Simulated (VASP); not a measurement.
# HfN (Fm-3m) in VASP: a series of runs, part 2 of 2

VASP 6.6.1. The steps go on from the part before.

## 3. Relaxation of cell and atoms, PBEsol

This run uses another cell than the first one, of 12.78 Å³/atom, 1.118 times its volume.

Contents of INCAR:

```
SYSTEM = HfN
PREC = Accurate
ENCUT = 600
EDIFF = 1E-6
ISMEAR = 0
SIGMA = 0.1
LREAL = .False.
LASPH = .True.
NELM = 100
ALGO = Normal
ISIF = 3
LWAVE = .False.
LCHARG = .False.
GGA = PS
IBRION = 2
NSW = 100
EDIFFG = -0.05
```

Contents of KPOINTS:

```
regular mesh
0
Gamma
  8 8 8
  0 0 0
```

Contents of POSCAR:

```
HfN
1.0
    0.0000000000      2.3379852808      2.3379852808
    2.3379852808      0.0000000000      2.3379852808
    2.3379852808      2.3379852808      0.0000000000
Hf N
1 1
Direct
    0.5000000000      0.5000000000      0.5000000000
    0.0000000000      0.0000000000      0.0000000000
```

Potentials or basis: VASP PAW PBE potentials, release 64 (Hf_pv, N).

Command:

```
> cat potpaw_PBE.64/Hf_pv/POTCAR potpaw_PBE.64/N/POTCAR > POTCAR
> mpirun -np 1 vasp_std > vasp.out
```

OUTCAR:

```text
SYSTEM = HfN
   PREC = Accurate
   ENCUT = 600
   EDIFF = 1E-6
   ISMEAR = 0
   LREAL = .False.
   LASPH = .True.
   NELM = 100
   ISIF = 3
   GGA = PS
   IBRION = 2
   NSW = 100
   EDIFFG = -0.05

 ion  position               nearest neighbor table
   1  0.500  0.500  0.500-   2 2.34   2 2.34   2 2.34   2 2.34   2 2.34   2 2.34
   2  0.000  0.000  0.000-   1 2.34   1 2.34   1 2.34   1 2.34   1 2.34   1 2.34

  LATTYP: Found a face centered cubic cell.
 ALAT       =     4.6759705616

  Lattice vectors:

 A1 = (   0.0000000000,   2.3379852808,   2.3379852808)
 A2 = (   2.3379852808,   0.0000000000,   2.3379852808)
 A3 = (   2.3379852808,   2.3379852808,   0.0000000000)

Analysis of symmetry for initial positions (statically):
=====================================================================
 Subroutine PRICEL returns:
 Original cell was already a primitive cell.

 Routine SETGRP: Setting up the symmetry group for a
 face centered cubic supercell.

 Subroutine GETGRP returns: Found 48 space group operations
 (whereof 48 operations were pure point group operations)
 out of a pool of 48 trial point group operations.

The static configuration has the point symmetry O_h .

Analysis of symmetry for dynamics (positions and initial velocities):
=====================================================================
 Subroutine PRICEL returns:
 Original cell was already a primitive cell.

 Routine SETGRP: Setting up the symmetry group for a
 face centered cubic supercell.

 Subroutine GETGRP returns: Found 48 space group operations
 (whereof 48 operations were pure point group operations)
 out of a pool of 48 trial point group operations.

The dynamic configuration has the point symmetry O_h .

 Subroutine INISYM returns: Found 48 space group operations
 (whereof 48 operations are pure point group operations),
 and found     1 'primitive' translations

----------------------------------------------------------------------------------------

                                     Primitive cell

  volume of cell :      25.5597

  direct lattice vectors                    reciprocal lattice vectors
     0.000000000  2.337985281  2.337985281    -0.213859345  0.213859345  0.213859345
     2.337985281  0.000000000  2.337985281     0.213859345 -0.213859345  0.213859345
     2.337985281  2.337985281  0.000000000     0.213859345  0.213859345 -0.213859345

  length of vectors
     3.306410493  3.306410493  3.306410493     0.370415251  0.370415251  0.370415251

  position of ions in fractional coordinates (direct lattice)
     0.500000000  0.500000000  0.500000000
     0.000000000  0.000000000  0.000000000

  ion indices of the primitive-cell ions
   primitive index   ion index
                 1           1
                 2           2

----------------------------------------------------------------------------------------

 KPOINTS: regular mesh

Automatic generation of k-mesh.
 Grid dimensions read from file:
 generate k-points for:    8    8    8

 Generating k-lattice:

  Cartesian coordinates                     Fractional coordinates (reciprocal lattice)
[... 43 lines left out ...]
   number of dos      NEDOS =    301   number of ions     NIONS =      2
   total plane-waves  NPLWV =  21952
   dimension x,y,z NGX =    28 NGY =   28 NGZ =   28
   dimension x,y,z NGXF=    56 NGYF=   56 NGZF=   56
   ions per type =               1   1
   NGX,Y,Z   is equivalent  to a cutoff of  14.08, 14.08, 14.08 a.u.
   NGXF,Y,Z  is equivalent  to a cutoff of  28.16, 28.16, 28.16 a.u.
 SYSTEM =  HfN
   PREC   = accura    normal or accurate (medium, high low for compatibility)
   ISTART =      0    job   : 0-new  1-cont  2-samecut
   ICHARG =      2    charge: 1-file 2-atom 10-const
   ISPIN  =      1    spin polarized calculation?
   LNONCOLLINEAR =      F non collinear calculations
   LSORBIT =      F    spin-orbit coupling
   LASPH  =      T    aspherical Exc in radial PAW
   ENCUT  =  600.0 eV  44.10 Ry    6.64 a.u.   6.60  6.60  6.60*2*pi/ulx,y,z
   NELM   =    100;   NELMIN=  2; NELMDL= -5     # of ELM steps
   EDIFF  = 0.1E-05   stopping-criterion for ELM
   LREAL  =      F    real-space projection
   EDIFFG = -.5E-01   stopping-criterion for IOM
   NSW    =    100    number of steps for IOM
   IBRION =      2    ionic relax: 0-MD 1-quasi-New 2-CG
   NFREE  =      1    steps in history (QN), initial steepest desc. (CG)
   ISIF   =      3    stress and relaxation
   ISYM   =      2    0-nonsym 1-usesym 2-fastsym
   POTIM  = 0.5000    time-step for ionic-motion
   TEBEG  =    0.0;   TEEND  =   0.0 temperature during run
   PSTRESS=    0.0 pullay stress
   NELECT =      15.0000    total number of electrons
   NUPDOWN=      -1.0000    fix difference up-down
   EMIN   =  10.00;   EMAX   =-10.00  energy-range for DOS
   EFERMI =   0.00;   METHOD = LEGACY
   ISMEAR =     0;   SIGMA  =   0.10  broadening in eV -4-tet -1-fermi 0-gaus
   EFERMI_NEDOS =   21; number of points for ismear=-14 and -15
   IALGO  =     38    algorithm
   IMIX   =      4    mixing-type and parameters
     AMIX     =   0.40;   BMIX     =  1.00
     AMIX_MAG =   1.60;   BMIX_MAG =  1.00
  volume/ion in A,a.u.               =      12.78        86.24
  Fermi-wavevector in a.u.,A,eV,Ry     =   1.370630  2.590115 25.560256  1.878626
  Thomas-Fermi vector in A             =   2.496399
   LORBIT       =      0    0 simple, 1 ext, 2 COOP (PROOUT), +10 PAW based schemes
   GGA     = PS    functional components
   LHFCALC =     F    Hartree Fock is set to
   AEXX    =    0.0000 exact exchange contribution
   IVDW    =     0    specifies the selected vdW correction
   LEPSILON=     F    determine dielectric tensor
   LRPA    =     F    only Hartree local field effects (RPA)
 conjugate gradient relaxation of ions
 non-spin polarized calculation
 Gauss-broadening in eV      SIGMA  =   0.10
  energy-cutoff  :      600.00
  volume of cell :       25.56
 maximum number of plane-waves:       877
 NGX is ok and might be reduce to    28
   NGX = 13   NGY = 13   NGZ = 13

--------------------------------------- Ionic step        1  -------------------------------------------

 number of electron      15.0000000 magnetization

 Free energy of the ion-electron system (eV)
  ---------------------------------------------------
  ext. energy  EPLUGINS =         0.00000000
  ---------------------------------------------------
  free energy    TOTEN  =       -22.70896769 eV

  energy without entropy =      -22.70461348  energy(sigma->0) =      -22.70679059

------------------------ aborting loop because EDIFF is reached ----------------------------------------

  FORCE on cell =-STRESS in cart. coord.  units (eV):
  Direction    XX          YY          ZZ          XY          YZ          ZX
  --------------------------------------------------------------------------------------
  -------------------------------------------------------------------------------------
  Total       -4.3399616     -4.3399616     -4.3399616     -0.0000000      0.0000000      0.0000000
  in kB     -272.0452554   -272.0452554   -272.0452554     -0.0000000      0.0000000      0.0000000
  external PRESSURE =    -272.0452554 kB  Pullay stress =       0.0000000 kB
[... 23 lines left out ...]
--------------------------------------- Ionic step        2  -------------------------------------------

 number of electron      15.0000001 magnetization

 E-fermi :  10.3272     XC(G=0): -14.1313

 val. band max:       10.2913055271   @ k =   0.1250   0.0000   0.0000
 cond. band min:      10.3403573084   @ k =   0.3750   0.1250   0.0000
 fundamental gap:      0.0490517813
 Fermi energy:        10.3271784763

 k-point     1 :       0.0000    0.0000    0.0000
  band No.  band energies     occupation
      1     -19.7848      2.00000
      2     -19.7848      2.00000
      3     -19.7848      2.00000
      4      -8.3840      2.00000
      5       7.1836      2.00000
      6       7.1836      2.00000
      7       7.1836      2.00000
      8       9.7853      2.00000
      9       9.7853      2.00000
     10       9.7853      2.00000
     11      12.8729      0.00000
[... 393 lines left out ...]
--------------------------------------- Ionic step        4  -------------------------------------------

 number of electron      15.0000002 magnetization

 Free energy of the ion-electron system (eV)
  ---------------------------------------------------
  ext. energy  EPLUGINS =         0.00000000
  ---------------------------------------------------
  free energy    TOTEN  =       -22.98516132 eV

  energy without entropy =      -22.98103787  energy(sigma->0) =      -22.98309960

 E-fermi :   8.3260     XC(G=0): -12.9792

 val. band max:        8.2863277780   @ k =   0.1250   0.0000   0.0000
 cond. band min:       8.3368328041   @ k =   0.3750   0.1250   0.0000
 fundamental gap:      0.0505050262
 Fermi energy:         8.3260479301

 k-point     1 :       0.0000    0.0000    0.0000
  band No.  band energies     occupation
      1     -22.6634      2.00000
      2     -22.6634      2.00000
      3     -22.6634      2.00000
      4      -9.1839      2.00000
      5       5.3514      2.00000
      6       5.3514      2.00000
      7       5.3514      2.00000
      8       7.9586      2.00000
      9       7.9586      2.00000
     10       7.9586      2.00000
     11      10.3211      0.00000
[... 351 lines left out ...]
  FREE ENERGIE OF THE ION-ELECTRON SYSTEM (eV)
  ---------------------------------------------------
  free  energy   TOTEN  =       -22.9851613245 eV

  energy  without entropy=      -22.9810378705  energy(sigma->0) =      -22.98309960

 reached required accuracy - stopping structural energy minimisation
```

CONTCAR:

```text
HfN
   1.00000000000000
    -0.0000000000000000    2.2468603874329989    2.2468603874329989
     2.2468603874329989   -0.0000000000000000    2.2468603874329989
     2.2468603874329989    2.2468603874329989   -0.0000000000000000
  Hf              N
     1     1
Direct
     0.5000000000000000    0.5000000000000000    0.5000000000000000
     1.0000000000000000    1.0000000000000000    0.0000000000000000

  0.00000000E+00  0.00000000E+00  0.00000000E+00
  0.00000000E+00  0.00000000E+00  0.00000000E+00
```

Wall time 20 s (1 thread of AMD EPYC 9R45 (Zen 5), shared host); peak memory 0.14 GiB.

What came out:

```
Free energy                            : -22.9852 eV
Relaxed volume                         : 11.34 Å³/atom
Relaxed cell                           : a = 3.178 Å, b = 3.178 Å, c = 3.178 Å, α = 60.00°, β = 60.00°, γ = 60.00°
Space group after relaxing (to 0.05 Å) : Fm-3m (No. 225)
Energy gained by relaxing              : 138.1 meV/atom
Ionic steps                            : 4
Pressure after relaxing                : -0.6 GPa
```

Step by step:
```tsv
step	energy change (eV)	largest force (eV/Å)	pressure (GPa)	volume (Å³)
1	0.0000	0.0000	-27.20	25.56
2	0.8054	0.0000	97.16	18.34
3	-0.2750	0.0000	-2.27	22.82
4	-0.2762	0.0000	-0.57	22.69
```

Final structure:
```yaml
crystal:
  lattice:
    - [0.00000, 2.24686, 2.24686]
    - [2.24686, 0.00000, 2.24686]
    - [2.24686, 2.24686, 0.00000]
  atoms:
    - { symbol: Hf, position: [0.50000, 0.50000, 0.50000] }
    - { symbol: N, position: [0.00000, 0.00000, 0.00000] }
```

Caveat: the PAW data sets were made with another functional, which shifts forces and pressure a little; spin-orbit coupling is left out, which moves the levels of the heavy elements; the volume moved by -11 % from the deposited cell, more than functionals usually miss.

## 4. Single point, PBEsol

This run uses another cell than the first one, of 11.40 Å³/atom, 0.998 times its volume.

Contents of INCAR:

```
SYSTEM = HfN
  PREC = Accurate
  ENCUT = 520
  EDIFF = 1E-6
  ISMEAR = 0
  SIGMA = 0.1
  LREAL = .FALSE.
  LASPH = .TRUE.
  NELM = 80
  ALGO = Normal
  ISIF = 2
  LWAVE = .FALSE.
  LCHARG = .FALSE.
  GGA = PS
  NBANDS = 14
```

Contents of KPOINTS:

```
Automatic mesh
0
G
  16 16 16
  0 0 0
```

Contents of POSCAR:

```
HfN
1.0
    0.0000000000      2.2507977101      2.2507977101
    2.2507977101      0.0000000000      2.2507977101
    2.2507977101      2.2507977101      0.0000000000
Hf N
1 1
Direct
    0.5000000000      0.5000000000      0.5000000000
    0.0000000000      0.0000000000      0.0000000000
```

Command:

```
> cat potpaw_PBE.64/Hf_pv/POTCAR potpaw_PBE.64/N/POTCAR > POTCAR
> mpirun -np 1 vasp_std > vasp.out
```

Run time: 20 s. Hardware: 1 thread of AMD EPYC 9R45 (Zen 5), shared host; peak memory 0.15 GiB.

Results (log left out):

```yaml
Free_energy: -22.9948 eV
Pressure: -2.2 GPa
```

Levels at points of the mesh, in eV from the Fermi level:
| k point | band 5 | band 6 | band 7 | band 8 | band 9 | band 10 | band 11 | band 12 |
| --- | --- | --- | --- | --- | --- | --- | --- | --- |
| (0.00, 0.00, 0.00) | -2.99 | -2.99 | -2.99 | -0.37 | -0.37 | -0.37 | 1.93 | 1.98 |
| (0.50, 0.00, 0.00) | -8.96 | -6.22 | -6.22 | 3.35 | 3.78 | 3.78 | 4.47 | 9.01 |
| (0.50, 0.50, 0.00) | -5.38 | -3.88 | -3.65 | -3.65 | 4.16 | 5.64 | 5.64 | 5.75 |

Caveat: the PAW data sets were made with another functional, which shifts forces and pressure a little; spin-orbit coupling is left out, which moves the levels of the heavy elements.

## 5. Single point, PBEsol

This run uses another cell than the first one, of 11.40 Å³/atom, 0.998 times its volume.

Contents of INCAR:

```
SYSTEM = HfN
PREC     = Accurate       ! precision mode
ENCUT    = 520            ! plane-wave cutoff, eV
EDIFF    = 1E-6           ! SCF threshold, eV
ISMEAR   = -4             ! smearing method
SIGMA    = 0.1            ! smearing width, eV
LREAL    = .FALSE.        ! projectors in reciprocal space
LASPH    = .TRUE.         ! aspherical terms in the spheres
NELM     = 100            ! most SCF steps
ALGO     = Normal         ! electronic algorithm
ISIF     = 2              ! what is computed and relaxed
LWAVE    = .FALSE.        ! write WAVECAR
LCHARG   = .FALSE.        ! write CHGCAR
GGA      = PS             ! functional
NBANDS   = 14             ! bands
```

KPOINTS is that of step 4.

POSCAR is that of step 4.

Command:

```
> cat potpaw_PBE.64/Hf_pv/POTCAR potpaw_PBE.64/N/POTCAR > POTCAR
> mpirun -np 1 vasp_std > vasp.out
```

Run time: 21 s. Hardware: 1 thread of AMD EPYC 9R45 (Zen 5), shared host; peak memory 0.15 GiB.

The run converged. Its results:

| Property | Result |
| --- | --- |
| Free energy | -22.9511 eV |
| Pressure | -1.9 GPa |

Levels at points of the mesh, in eV from the Fermi level:
| k point | band 6 | band 7 | band 8 | band 9 | band 10 | band 11 |
| --- | --- | --- | --- | --- | --- | --- |
| (0.00, 0.00, 0.00) | -3.02 | -3.02 | -0.40 | -0.40 | -0.40 | 1.89 |
| (0.50, 0.00, 0.00) | -6.25 | -6.25 | 3.32 | 3.75 | 3.75 | 4.44 |
| (0.50, 0.50, 0.00) | -3.91 | -3.68 | -3.68 | 4.13 | 5.61 | 5.61 |

Caveat: the PAW data sets were made with another functional, which shifts forces and pressure a little; spin-orbit coupling is left out, which moves the levels of the heavy elements.

## 6. Overview

```tsv
task	cell	k mesh	cutoff (eV)	smearing	gap on the mesh (eV)	pressure (GPa)
single point	a = 3.185 Å, angles 60.0°, 2 atoms	8 × 8 × 8	520	gaussian 0.1 eV	none	-2.6
relaxation of cell and atoms	relaxed from a = 3.306 Å, angles 60.0°, 2 atoms	8 × 8 × 8	600	gaussian 0.1 eV	none	-0.6
single point	a = 3.183 Å, angles 60.0°, 2 atoms	16 × 16 × 16	520	gaussian 0.1 eV	none	-2.2
single point	a = 3.183 Å, angles 60.0°, 2 atoms	16 × 16 × 16	520	tetrahedron	none	-1.9
```

Alike in all rows: level PBEsol; potentials or basis VASP PAW PBE potentials, release 64 (Hf_pv, N); no spin polarisation.

Every run on the cell as given and a fine mesh finds a metal.

Caveats: the PAW data sets were made with another functional, which shifts forces and pressure a little; spin-orbit coupling is left out, which moves the levels of the heavy elements; the volume moved by -11 % from the deposited cell, more than functionals usually miss (some runs).

Total energies depend on the potentials used, so only differences within one code and one set of settings carry meaning.
